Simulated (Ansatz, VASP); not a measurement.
Os in VASP and in Ansatz

INCAR

```
PREC = Accurate ; ENCUT = 520
EDIFF = 1E-6 ; ISMEAR = -1
SIGMA = 0.05 ; LREAL = F
LASPH = T ; NELM = 100
ALGO = Normal ; ISIF = 2
LWAVE = F ; LCHARG = F
GGA = PS ; NBANDS = 15
```

The input KPOINTS:

```
Automatic mesh
0
Gamma
  15 15 9
```

File POSCAR:

```
Os
1.0
    2.6782863558      0.0000000000      0.0000000000
   -1.3391431780      2.3194640228      0.0000000000
    0.0000000000      0.0000000000      4.2315181138
Os
2
Direct
    0.3333333333      0.6666666667      0.2500000000
    0.6666666667      0.3333333333      0.7500000000
```

Input for Ansatz:

```yaml
crystal:
  lattice:
    - [2.6782863558, 0.0, 0.0]
    - [-1.339143178, 2.3194640228, 0.0]
    - [0.0, 0.0, 4.2315181138]
  atoms:
    - { symbol: Os, position: [0.3333333333, 0.6666666667, 0.25] }
    - { symbol: Os, position: [0.6666666667, 0.3333333333, 0.75] }
kpoints:
  mp_grid: { grid: [15, 15, 9] }
  band_path:
    path:
      - [0.0, 0.0, 0.0]
      - [0.5, 0.0, 0.0]
      - [0.3333333333, 0.3333333333, 0.0]
      - [0.0, 0.0, 0.0]
      - [0.0, 0.0, 0.5]
      - [0.5, 0.0, 0.5]
      - [0.3333333333, 0.3333333333, 0.5]
      - [0.0, 0.0, 0.5]
      - [0.5, 0.0, 0.5]
    npoints: 5
scf:
  occupations: { method: fermi_dirac, width: 0.05 }
hamiltonian:
  xc: pbesol
  pseudopotentials: { kind: all_electron, lapw: { basis_error: 0.0005 } }
output:
  forces: true
  stress: true
  eigenvalues: true
```

Change from the starting cell: volume scaled by 0.94.

Alike in both runs: task single point; functional PBEsol; k mesh 15 × 15 × 9; occupations fermi-dirac, width 0.05 eV; no spin polarisation.

|  | VASP | Ansatz |
| --- | --- | --- |
| version | VASP 6.6.1 | Ansatz 0.2.0 |
| potentials or method | VASP PAW PBE potentials, release 64 (Os), cutoff 520 eV | all-electron LAPW, scalar-relativistic |

```tsv
	VASP	Ansatz	Ansatz less VASP
pressure (GPa)	28.7	27.2	-1.50
traceless stress, the component that is largest in VASP (GPa)	1.66	1.68	+0.016
```

VASP's potentials were made for PBE, not for PBEsol. Ansatz ran all-electron here, and VASP with PAW potentials.

Spin-orbit coupling is off throughout.
